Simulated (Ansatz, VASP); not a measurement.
# Two plane-wave programs on Ag

INCAR

```
PREC = Accurate
ENCUT = 520
EDIFF = 1E-6
ISMEAR = 0
SIGMA = 0.15
LREAL = False
LASPH = True
NELM = 100
ALGO = Fast
ISIF = 2
LWAVE = False
LCHARG = False
GGA = PE
NBANDS = 54
LUSENCCL = False
```

File KPOINTS:

```
regular mesh
0
Gamma
  8 8 8
```

POSCAR

```
Ag
1.0
    2.1842551477      3.1139652228      4.6090932794
    1.4175763244      2.3073802969     -3.9476378942
   -6.5288221782     -0.3896194979     -0.4687507524
Ag
8
Direct
    0.4547904877      0.2365736550      0.6398850604
    0.3918165397      0.1667597743      0.1656690745
    1.0225888935      0.7667716485      0.7106017845
    0.9769404430      0.6831452277      0.1318573328
    0.5610077177      0.8281902389      0.3741758418
    0.5108632928      0.7652553894      0.8126791810
    0.0271381137      0.2366060938      0.2972580203
    0.0548545119      0.3166979722      0.8678737046
```

Input for Ansatz:

```yaml
crystal:
  lattice:
    - [2.1842551477, 3.1139652228, 4.6090932794]
    - [1.4175763244, 2.3073802969, -3.9476378942]
    - [-6.5288221782, -0.3896194979, -0.4687507524]
  atoms:
    - { symbol: Ag, position: [0.4547904877, 0.236573655, 0.6398850604] }
    - { symbol: Ag, position: [0.3918165397, 0.1667597743, 0.1656690745] }
    - { symbol: Ag, position: [1.0225888935, 0.7667716485, 0.7106017845] }
    - { symbol: Ag, position: [0.976940443, 0.6831452277, 0.1318573328] }
    - { symbol: Ag, position: [0.5610077177, 0.8281902389, 0.3741758418] }
    - { symbol: Ag, position: [0.5108632928, 0.7652553894, 0.812679181] }
    - { symbol: Ag, position: [0.0271381137, 0.2366060938, 0.2972580203] }
    - { symbol: Ag, position: [0.0548545119, 0.3166979722, 0.8678737046] }
basis:
  ecutwfc: 420
kpoints:
  mp_grid: { grid: [8, 8, 8] }
hamiltonian:
  xc: pbe
scf:
  occupations: { method: gaussian, width: 0.15 }
output:
  forces: true
  stress: true
  eigenvalues: true
```

Change from the starting cell: all atoms moved at random, sigma 0.15 Å a component, cell strained at random, sigma 0.1.

Alike in both runs: task single point; functional PBE; k mesh 8 × 8 × 8; occupations gaussian, width 0.15 eV; no spin polarisation.

|  | VASP | Ansatz |
| --- | --- | --- |
| version | VASP 6.6.1 | Ansatz 0.2.0 |
| potentials or method | VASP PAW PBE potentials, release 64 (Ag), cutoff 520 eV | scalar-relativistic, plane waves, PAW |
| valence electrons in the cell | 88 | 152 |

Ansatz gave:

* gap on the k mesh at the Fermi level (eV): none
* pressure (GPa): 17.2
* traceless stress, the component that is largest in VASP (GPa): 14.73
* rms of the force components (eV/Å): 1.620

**Question.** Estimate VASP's values.

**Answer.** gap on the k mesh at the Fermi level (eV): none; pressure (GPa): 16.9; traceless stress, the component that is largest in VASP (GPa): 14.57; rms of the force components (eV/Å): 1.601.

Atom by atom the forces differ by 0.019 eV/Å (rms over components). A gap of «none» marks a metal or a gap that the smearing closes. VASP's potentials hold 88 valence electrons a cell and Ansatz's 152, so a difference there can come from the potentials and not from the codes.
